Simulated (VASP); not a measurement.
# GaN (P6_3/mmc) in VASP: notebook

Aim: see how the results for GaN move with the level of theory and the settings. Levels: LDA, r2SCAN, PBE. Tasks: single point.

Program: VASP 6.6.1. These are calculated values, not measurements. Logs are shortened: lines on timing, memory, paths and dates and some standing lists are left out, and cuts for length are marked.

### 1 The cell of the first run

Symmetry: P6_3/mmc, No. 194, hexagonal system. The conventional cell has a = 2.967 Å, b = 2.967 Å, c = 5.033 Å, α = 90.00°, β = 90.00°, γ = 120.00°. Ga (site symmetry -3m) has 6 N at 2.13 Å and 2 Ga at 2.52 Å within 2.8 Å. N (site symmetry -6m2) has 6 Ga at 2.13 Å within 2.8 Å.

### 2 Single point, LDA

File INCAR:

```
  PREC = Accurate
  ENCUT = 520
  EDIFF = 1E-6
  ISMEAR = 0
  SIGMA = 0.01
  LREAL = F
  LASPH = T
  NELM = 100
  ALGO = Normal
  ISIF = 2
  LWAVE = F
  LCHARG = T
  LELF = T
  LVHAR = T
  NBANDS = 26
```

File KPOINTS:

```
Automatic mesh
0
Gamma
  6 6 4
```

File POSCAR:

```
GaN
1.0
    2.9672035363      0.0000000000      0.0000000000
   -1.4836017681      2.5696736406      0.0000000000
    0.0000000000      0.0000000000      5.0329255193
Ga N
2 2
Direct
    0.0000000000      0.0000000000      0.0000000000
    0.0000000000      0.0000000000      0.5000000000
    0.3333333333      0.6666666667      0.2500000000
    0.6666666667      0.3333333333      0.7500000000
```

Potentials or basis: VASP PAW LDA potentials, release 64 (Ga_d, N).

Started as:

```
$ cat potpaw_LDA.64/Ga_d/POTCAR potpaw_LDA.64/N/POTCAR > POTCAR
$ mpirun -np 1 vasp_std > vasp.out
```

OUTCAR:

```text
PREC = Accurate
   ENCUT = 520
   EDIFF = 1E-6
   ISMEAR = 0
   LREAL = F
   LASPH = T
   NELM = 100
   ISIF = 2

 ion  position               nearest neighbor table
   1  0.000  0.000  0.000-   3 2.13   4 2.13   3 2.13   4 2.13   4 2.13   3 2.13   2 2.52   2 2.52

   2  0.000  0.000  0.500-   3 2.13   4 2.13   3 2.13   4 2.13   4 2.13   3 2.13   1 2.52   1 2.52

   3  0.333  0.667  0.250-   1 2.13   2 2.13   1 2.13   2 2.13   1 2.13   2 2.13
   4  0.667  0.333  0.750-   1 2.13   2 2.13   1 2.13   2 2.13   1 2.13   2 2.13

  LATTYP: Found a hexagonal cell.
 ALAT       =     2.9672035363
 C/A-ratio  =     1.6961847941

  Lattice vectors:

 A1 = (   2.9672035363,   0.0000000000,   0.0000000000)
 A2 = (  -1.4836017681,   2.5696736406,   0.0000000000)
 A3 = (   0.0000000000,   0.0000000000,   5.0329255193)

Analysis of symmetry for initial positions (statically):
=====================================================================
 Subroutine PRICEL returns:
 Original cell was already a primitive cell.

 Routine SETGRP: Setting up the symmetry group for a
 hexagonal supercell.

 Subroutine GETGRP returns: Found 24 space group operations
 (whereof 12 operations were pure point group operations)
 out of a pool of 24 trial point group operations.

The static configuration has the point symmetry D_3d.
 The point group associated with its full space group is D_6h.

Analysis of symmetry for dynamics (positions and initial velocities):
=====================================================================
 Subroutine PRICEL returns:
 Original cell was already a primitive cell.

 Routine SETGRP: Setting up the symmetry group for a
 hexagonal supercell.

 Subroutine GETGRP returns: Found 24 space group operations
 (whereof 12 operations were pure point group operations)
 out of a pool of 24 trial point group operations.

The dynamic configuration has the point symmetry D_3d.
 The point group associated with its full space group is D_6h.

 Subroutine INISYM returns: Found 24 space group operations
 (whereof 12 operations are pure point group operations),
 and found     1 'primitive' translations

----------------------------------------------------------------------------------------

                                     Primitive cell

  volume of cell :      38.3748

  direct lattice vectors                    reciprocal lattice vectors
     2.967203536  0.000000000  0.000000000     0.337017663  0.194577238  0.000000000
    -1.483601768  2.569673641  0.000000000     0.000000000  0.389154476  0.000000000
     0.000000000  0.000000000  5.032925519     0.000000000  0.000000000  0.198691595

  length of vectors
     2.967203536  2.967203536  5.032925519     0.389154476  0.389154476  0.198691595

  position of ions in fractional coordinates (direct lattice)
     0.000000000  0.000000000  0.000000000
     0.000000000  0.000000000  0.500000000
     0.333333333  0.666666667  0.250000000
     0.666666667  0.333333333  0.750000000

  ion indices of the primitive-cell ions
   primitive index   ion index
                 1           1
                 2           2
                 3           3
                 4           4

----------------------------------------------------------------------------------------

 KPOINTS: Automatic mesh

Automatic generation of k-mesh.
 Grid dimensions read from file:
 generate k-points for:    6    6    4

 Generating k-lattice:

  Cartesian coordinates                     Fractional coordinates (reciprocal lattice)
     0.056169610  0.032429540  0.000000000     0.166666667 -0.000000000  0.000000000
     0.000000000  0.064859079  0.000000000     0.000000000  0.166666667  0.000000000
     0.000000000  0.000000000  0.049672899     0.000000000  0.000000000  0.250000000

  Length of vectors
     0.064859079  0.064859079  0.049672899

  Shift w.r.t. Gamma in fractional coordinates (k-lattice)
     0.000000000  0.000000000  0.000000000

 Subroutine IBZKPT returns following result:
 ===========================================

 Found     21 irreducible k-points:

 Following reciprocal coordinates:
            Coordinates               Weight
  0.000000  0.000000  0.000000      1.000000
  0.166667  0.000000  0.000000      6.000000
  0.333333 -0.000000  0.000000      6.000000
  0.500000  0.000000  0.000000      3.000000
  0.166667  0.166667  0.000000      6.000000
  0.333333  0.166667  0.000000     12.000000
[... 13 lines left out ...]
  0.333333  0.166667  0.500000     12.000000
  0.333333  0.333333  0.500000      2.000000
   k-points           NKPTS =     21   k-points in BZ     NKDIM =     21   number of bands    NBANDS=     26
   number of dos      NEDOS =    301   number of ions     NIONS =      4
   total plane-waves  NPLWV =  23040
   dimension x,y,z NGX =    24 NGY =   24 NGZ =   40
   dimension x,y,z NGXF=    48 NGYF=   48 NGZF=   80
   ions per type =               2   2
   NGX,Y,Z   is equivalent  to a cutoff of  13.45, 13.45, 13.21 a.u.
   NGXF,Y,Z  is equivalent  to a cutoff of  26.89, 26.89, 26.43 a.u.
 SYSTEM =  unknown system
   PREC   = accura    normal or accurate (medium, high low for compatibility)
   ISTART =      0    job   : 0-new  1-cont  2-samecut
   ICHARG =      2    charge: 1-file 2-atom 10-const
   ISPIN  =      1    spin polarized calculation?
   LNONCOLLINEAR =      F non collinear calculations
   LSORBIT =      F    spin-orbit coupling
   LASPH  =      T    aspherical Exc in radial PAW
   ENCUT  =  520.0 eV  38.22 Ry    6.18 a.u.   5.52  5.52  9.36*2*pi/ulx,y,z
   NELM   =    100;   NELMIN=  2; NELMDL= -5     # of ELM steps
   EDIFF  = 0.1E-05   stopping-criterion for ELM
   LREAL  =      F    real-space projection
   EDIFFG = 0.1E-04   stopping-criterion for IOM
   NSW    =      0    number of steps for IOM
   IBRION =     -1    ionic relax: 0-MD 1-quasi-New 2-CG
   NFREE  =      0    steps in history (QN), initial steepest desc. (CG)
   ISIF   =      2    stress and relaxation
   ISYM   =      2    0-nonsym 1-usesym 2-fastsym
   POTIM  = 0.5000    time-step for ionic-motion
   TEBEG  =    0.0;   TEEND  =   0.0 temperature during run
   PSTRESS=    0.0 pullay stress
   NELECT =      36.0000    total number of electrons
   NUPDOWN=      -1.0000    fix difference up-down
   EMIN   =  10.00;   EMAX   =-10.00  energy-range for DOS
   EFERMI =   0.00;   METHOD = LEGACY
   ISMEAR =     0;   SIGMA  =   0.01  broadening in eV -4-tet -1-fermi 0-gaus
   EFERMI_NEDOS =   21; number of points for ismear=-14 and -15
   IALGO  =     38    algorithm
   IMIX   =      4    mixing-type and parameters
     AMIX     =   0.40;   BMIX     =  1.00
     AMIX_MAG =   1.60;   BMIX_MAG =  1.00
  volume/ion in A,a.u.               =       9.59        64.74
  Fermi-wavevector in a.u.,A,eV,Ry     =   1.602607  3.028488 34.944516  2.568349
  Thomas-Fermi vector in A             =   2.699401
   LORBIT       =      0    0 simple, 1 ext, 2 COOP (PROOUT), +10 PAW based schemes
   GGA     = CA    functional components
   LHFCALC =     F    Hartree Fock is set to
   AEXX    =    0.0000 exact exchange contribution
   IVDW    =     0    specifies the selected vdW correction
   LEPSILON=     F    determine dielectric tensor
   LRPA    =     F    only Hartree local field effects (RPA)
 non-spin polarized calculation
 Gauss-broadening in eV      SIGMA  =   0.01
  energy-cutoff  :      520.00
  volume of cell :       38.37
 maximum number of plane-waves:      1051
 NGX is ok and might be reduce to    24
   NGX = 11   NGY = 11   NGZ = 19

 number of electron      36.0000032 magnetization

 Free energy of the ion-electron system (eV)
  ---------------------------------------------------
  ext. energy  EPLUGINS =         0.00000000
  ---------------------------------------------------
  free energy    TOTEN  =       -25.57656371 eV

  energy without entropy =      -25.57656371  energy(sigma->0) =      -25.57656371

 E-fermi :   7.6568     XC(G=0): -13.3568

 val. band max:        7.5763028786   @ k =   0.1667   0.0000   0.0000
 cond. band min:       8.6601371410   @ k =   0.3333   0.3333   0.0000
 fundamental gap:      1.0838342624
 Fermi energy:         7.6568005215

 k-point     1 :       0.0000    0.0000    0.0000
  band No.  band energies     occupation
      1      -9.6401      2.00000
      2      -7.1681      2.00000
      3      -6.9094      2.00000
      4      -6.9094      2.00000
      5      -6.7425      2.00000
      6      -6.7425      2.00000
[... 18 lines left out ...]
     25      20.9227      0.00000
     26      20.9227      0.00000

 k-point     2 :       0.1667    0.0000    0.0000
  band No.  band energies     occupation
      1      -9.1661      2.00000
      2      -7.5748      2.00000
      3      -7.1374      2.00000
      4      -6.8966      2.00000
      5      -6.7885      2.00000
      6      -6.7498      2.00000
[... 18 lines left out ...]
     25      19.0161      0.00000
     26      19.2030      0.00000

 k-point     3 :       0.3333   -0.0000    0.0000
  band No.  band energies     occupation
      1      -8.2857      2.00000
      2      -7.6397      2.00000
      3      -7.0578      2.00000
      4      -6.9228      2.00000
      5      -6.8590      2.00000
      6      -6.8115      2.00000
[... 18 lines left out ...]
     25      17.9466      0.00000
     26      20.7628      0.00000

 k-point     4 :       0.5000    0.0000    0.0000
  band No.  band energies     occupation
      1      -8.3109      2.00000
      2      -7.1750      2.00000
      3      -6.9573      2.00000
      4      -6.9449      2.00000
      5      -6.9155      2.00000
      6      -6.5801      2.00000
[... 18 lines left out ...]
     25      17.9659      0.00000
     26      21.5260      0.00000

 k-point     5 :       0.1667    0.1667    0.0000
  band No.  band energies     occupation
      1      -8.3520      2.00000
      2      -7.9066      2.00000
      3      -7.1228      2.00000
      4      -6.8579      2.00000
      5      -6.8302      2.00000
      6      -6.7766      2.00000
[... 18 lines left out ...]
     25      18.2773      0.00000
     26      20.3381      0.00000

 k-point     6 :       0.3333    0.1667    0.0000
  band No.  band energies     occupation
      1      -8.1425      2.00000
      2      -7.4992      2.00000
      3      -7.1571      2.00000
      4      -6.8889      2.00000
      5      -6.8291      2.00000
      6      -6.7116      2.00000
[... 340 lines left out ...]
 k-point    18 :       0.5000    0.0000    0.5000
  band No.  band energies     occupation
      1      -7.8622      2.00000
      2      -7.8622      2.00000
      3      -6.8524      2.00000
      4      -6.8524      2.00000
      5      -6.7236      2.00000
      6      -6.7236      2.00000
[... 18 lines left out ...]
     25      19.0142      0.00000
     26      19.0142      0.00000

 k-point    19 :       0.1667    0.1667    0.5000
  band No.  band energies     occupation
      1      -7.9707      2.00000
      2      -7.9707      2.00000
      3      -6.8101      2.00000
      4      -6.8101      2.00000
      5      -6.7666      2.00000
      6      -6.7666      2.00000
[... 18 lines left out ...]
     25      18.9537      0.00000
     26      18.9537      0.00000

 k-point    20 :       0.3333    0.1667    0.5000
  band No.  band energies     occupation
      1      -7.8339      2.00000
      2      -7.8339      2.00000
      3      -6.8147      2.00000
      4      -6.8147      2.00000
      5      -6.7778      2.00000
      6      -6.7778      2.00000
[... 18 lines left out ...]
     25      18.9684      0.00000
     26      18.9684      0.00000

 k-point    21 :       0.3333    0.3333    0.5000
  band No.  band energies     occupation
      1      -7.7830      2.00000
      2      -7.7830      2.00000
      3      -6.8620      2.00000
      4      -6.8620      2.00000
      5      -6.7211      2.00000
      6      -6.7211      2.00000
[... 18 lines left out ...]
     25      18.6826      0.00000
     26      18.6826      0.00000

------------------------ aborting loop because EDIFF is reached ----------------------------------------

  FORCE on cell =-STRESS in cart. coord.  units (eV):
  Direction    XX          YY          ZZ          XY          YZ          ZX
  --------------------------------------------------------------------------------------
  -------------------------------------------------------------------------------------
  Total       -1.0137615     -1.0137615     -1.1968941     -0.0000000      0.0000000      0.0000000
  in kB      -42.3253520    -42.3253520    -49.9712828     -0.0000000      0.0000000      0.0000000
  external PRESSURE =     -44.8739956 kB  Pullay stress =       0.0000000 kB

 VOLUME and BASIS-vectors are now :
 -----------------------------------------------------------------------------
  energy-cutoff  :      520.00
  volume of cell :       38.37
      direct lattice vectors                 reciprocal lattice vectors
     2.967203536  0.000000000  0.000000000     0.337017663  0.194577238  0.000000000
    -1.483601768  2.569673641  0.000000000     0.000000000  0.389154476  0.000000000
     0.000000000  0.000000000  5.032925519     0.000000000  0.000000000  0.198691595

 POSITION                                       TOTAL-FORCE (eV/Angst)
 -----------------------------------------------------------------------------------
      0.00000      0.00000      0.00000         0.000000      0.000000      0.000000
      0.00000      0.00000      2.51646         0.000000      0.000000      0.000000
     -0.00000      1.71312      1.25823         0.000000     -0.000000      0.000000
      1.48360      0.85656      3.77469        -0.000000      0.000000     -0.000000
 -----------------------------------------------------------------------------------
    total drift:                               -0.000000      0.000000      0.000000

  FREE ENERGIE OF THE ION-ELECTRON SYSTEM (eV)
  ---------------------------------------------------
  free  energy   TOTEN  =       -25.5765637081 eV

  energy  without entropy=      -25.5765637081  energy(sigma->0) =      -25.57656371
```

It took 54 s on 1 thread of AMD EPYC 7R13, shared host; peak memory 0.12 GiB.

What came out:

| Quantity | Value |
| --- | --- |
| Free energy | -25.5766 eV |
| Pressure | -4.5 GPa |
| Band gap on the k mesh | 1.08 eV, indirect (least direct gap 1.83 eV) |

Levels at points of the mesh, in eV from the valence-band top:
| k point | band 14 | band 15 | band 16 | band 17 | band 18 | band 19 | band 20 | band 21 | band 22 | band 23 |
| --- | --- | --- | --- | --- | --- | --- | --- | --- | --- | --- |
| (0.00, 0.00, 0.00) | -0.95 | -0.58 | -0.58 | -0.11 | -0.11 | 1.71 | 4.57 | 9.09 | 10.24 | 10.24 |
| (0.50, 0.00, 0.00) | -6.21 | -5.09 | -2.92 | -2.92 | -0.25 | 3.50 | 4.93 | 5.08 | 8.72 | 9.20 |
| (0.00, 0.00, 0.50) | -5.21 | -0.31 | -0.31 | -0.31 | -0.31 | 4.35 | 4.35 | 9.12 | 9.12 | 10.86 |
| (0.50, 0.00, 0.50) | -7.90 | -2.22 | -2.22 | -1.76 | -1.76 | 2.88 | 2.88 | 7.91 | 7.91 | 10.05 |

A k mesh can miss the band edges. LDA gaps usually lie below the measured ones, often by a third to a half.

### 3 Single point, r2SCAN

POSCAR is that of step 2.

File INCAR.step1:

```
ALGO = Normal
EDIFF = 1E-4
ENCUT = 520
GGA = PE
ISMEAR = 0
LASPH = T
LCHARG = F
LREAL = F
LWAVE = T
NBANDS = 26
NELM = 100
PREC = Accurate
SIGMA = 0.01
```

File INCAR.step2:

```
ALGO = Normal
EDIFF = 1E-6
ENCUT = 520
ISIF = 2
ISMEAR = 0
ISTART = 1
LASPH = T
LCHARG = T
LELF = T
LMIXTAU = T
LREAL = F
LVHAR = T
LWAVE = F
METAGGA = R2SCAN
NBANDS = 26
NELM = 100
PREC = Accurate
SIGMA = 0.01
```

File KPOINTS:

```
k-points
0
Gamma
  6 6 4
```

Potentials or basis: VASP PAW PBE potentials, release 64 (Ga_d, N).

Started as:

```
$ cat potpaw_PBE.64/Ga_d/POTCAR potpaw_PBE.64/N/POTCAR > POTCAR
$ cp INCAR.step1 INCAR
$ mpirun -np 1 vasp_std > vasp.out
$ cp INCAR.step2 INCAR
$ mpirun -np 1 vasp_std > vasp.out
```

It took 3.2 min on 1 thread of AMD EPYC 7R13, shared host; peak memory 0.14 GiB.

The run converged. Its results:

- Free energy: -41.3598 eV
- Pressure: 1.0 GPa
- Band gap on the k mesh: 1.87 eV, indirect (least direct gap 2.27 eV)

Levels at points of the mesh, in eV from the valence-band top:
```
           k point  band 16  band 17  band 18  band 19  band 20  band 21
(0.00, 0.00, 0.00)    -0.57    -0.12    -0.12     2.15     5.19    10.19
(0.50, 0.00, 0.00)    -2.96    -2.77    -0.26     4.17     5.62     5.78
(0.00, 0.00, 0.50)    -0.31    -0.31    -0.31     4.93     4.93    10.06
(0.50, 0.00, 0.50)    -2.26    -1.78    -1.78     3.55     3.55     8.67
```

Caveat: the PAW data sets were made with another functional, which shifts forces and pressure a little. A k mesh can miss the band edges.

### 4 Single point, PBE

File INCAR:

```
SYSTEM = GaN
PREC     = Accurate       ! precision mode
ENCUT    = 520            ! plane-wave cutoff, eV
EDIFF    = 1E-7           ! SCF threshold, eV
ISMEAR   = 0              ! smearing method
SIGMA    = 0.01           ! smearing width, eV
LREAL    = .False.        ! projectors in reciprocal space
LASPH    = .True.         ! aspherical terms in the spheres
NELM     = 100            ! most SCF steps
ALGO     = Normal         ! electronic algorithm
ISIF     = 2              ! what is computed and relaxed
LWAVE    = .False.        ! write WAVECAR
LCHARG   = .False.        ! write CHGCAR
GGA      = PE             ! functional
NBANDS   = 26             ! bands
```

File KPOINTS:

```
Automatic mesh
0
Gamma
  9 9 4
  0 0 0
```

POSCAR is that of step 3.

Started as:

```
$ cat potpaw_PBE.64/Ga_d/POTCAR potpaw_PBE.64/N/POTCAR > POTCAR
$ mpirun -np 1 vasp_std > vasp.out
```

Run time: 63 s. Hardware: 1 thread of AMD EPYC 7R13, shared host; peak memory 0.14 GiB.

It converged, with:

- Free energy: -21.8515 eV
- Pressure: 9.0 GPa
- Band gap on the k mesh: 1.33 eV, indirect (least direct gap 1.77 eV)

Stress tensor (GPa, compression positive):
```
8.51 0.00 0.00
0.00 8.51 0.00
0.00 0.00 9.92
```

Levels at points of the mesh, in eV from the valence-band top:
```tsv
k point	band 16	band 17	band 18	band 19	band 20	band 21
(0.00, 0.00, 0.00)	-0.55	-0.11	-0.11	1.67	4.62	9.26
(0.00, 0.00, 0.50)	-0.30	-0.30	-0.30	4.37	4.37	9.28
```

### 5 Overview

```csv
level,potentials or basis,k mesh,gap on the mesh (eV),pressure (GPa)
LDA,"VASP PAW LDA potentials, release 64 (Ga_d, N)",6 × 6 × 4,1.08,-4.5
r2SCAN,"VASP PAW PBE potentials, release 64 (Ga_d, N)",6 × 6 × 4,1.87,1.0
PBE,"VASP PAW PBE potentials, release 64 (Ga_d, N)",9 × 9 × 4,1.33,9.0
```

Alike in all rows: task single point; no spin polarisation; cell as given; cutoff (eV) 520; smearing gaussian 0.01 eV.

Caveats: the PAW data sets were made with another functional, which shifts forces and pressure a little (some runs).

Total energies depend on the potentials used, so only differences within one code and one set of settings carry meaning.
